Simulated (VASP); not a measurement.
Lu2MnBr: single point with PBE

Crystal: Lu2MnBr.

```
Lu Mn Br
1.0
     3.61862    0.00000    0.00000
    -1.80931    3.13382    0.00000
     0.00000    0.00000    8.41954
Lu Mn Br
2 1 1
Direct
  0.33333 0.66667 0.72822
  0.33333 0.66667 0.27178
  0.00000 0.00000 0.50000
  0.66667 0.33333 0.00000
```

| Quantity | Value |
| --- | --- |
| Program | VASP 6.6.1 |
| Task | single point |
| Functional | PBE |
| Potentials or basis | VASP PAW PBE potentials, release 64 (Lu, Mn_pv, Br) |
| Cutoff | 520 eV |
| k mesh | 6 × 6 × 2 |
| Occupations | gaussian, width 0.1 eV |
| Spin | collinear spin, ferromagnetic start |
| Starting moments | [0.0, 0.0, 4.0, 0.0] μB |

```yaml
Pressure: 0.1 GPa
Largest_force: 0.033 eV/Å
Net_moment: 2.95 μB per cell
Site_moments: Lu -0.09; Mn +3.20; Br -0.00 μB
Valence_electrons_inside_the_program's_atomic_spheres: Lu 23.16; Mn 11.57; Br 4.90
```

Forces on the atoms (eV/Å):
```
Lu   0.000  0.000  0.033
Lu   0.000  0.000 -0.033
Mn   0.000  0.000  0.000
Br   0.000  0.000  0.000
```

Stress tensor (GPa, compression positive):
```
-0.01  0.00  0.00
 0.00 -0.01  0.00
 0.00  0.00  0.46
```

Levels at points of the mesh, in eV from the Fermi level:
Spin up:
```
           k point  band 34  band 35  band 36  band 37  band 38  band 39
(0.00, 0.00, 0.00)    -2.19    -2.19    -1.94     0.46     1.76     2.19
(0.50, 0.00, 0.00)    -1.55    -1.50    -0.82    -0.69     0.83     1.64
(0.00, 0.00, 0.50)    -2.20    -2.13    -2.13     1.15     1.63     1.77
(0.50, 0.00, 0.50)    -1.78    -1.56    -0.73    -0.61     1.24     1.38
```
Spin down:
```csv
k point,band 29,band 30,band 31,band 32,band 33,band 34,band 35,band 36,band 37,band 38
"(0.00, 0.00, 0.00)",-3.97,-3.97,-1.99,-1.89,0.14,0.14,0.26,0.26,1.65,1.94
"(0.50, 0.00, 0.00)",-4.68,-2.07,-1.78,-1.61,-1.03,0.21,0.37,1.25,1.41,1.60
"(0.00, 0.00, 0.50)",-3.97,-3.97,-3.64,-1.45,0.28,0.28,0.29,0.29,1.50,1.75
"(0.50, 0.00, 0.50)",-4.68,-2.28,-1.84,-1.36,-0.95,0.16,0.45,1.21,1.31,1.70
```

It took 3.7 min on 1 thread of AMD EPYC 7R13, with other jobs on the host, peak memory 0.28 GiB.

Caveat: the k points lie up to 0.37 Å⁻¹ apart; spin-orbit coupling is left out, which moves the levels of the heavy elements.
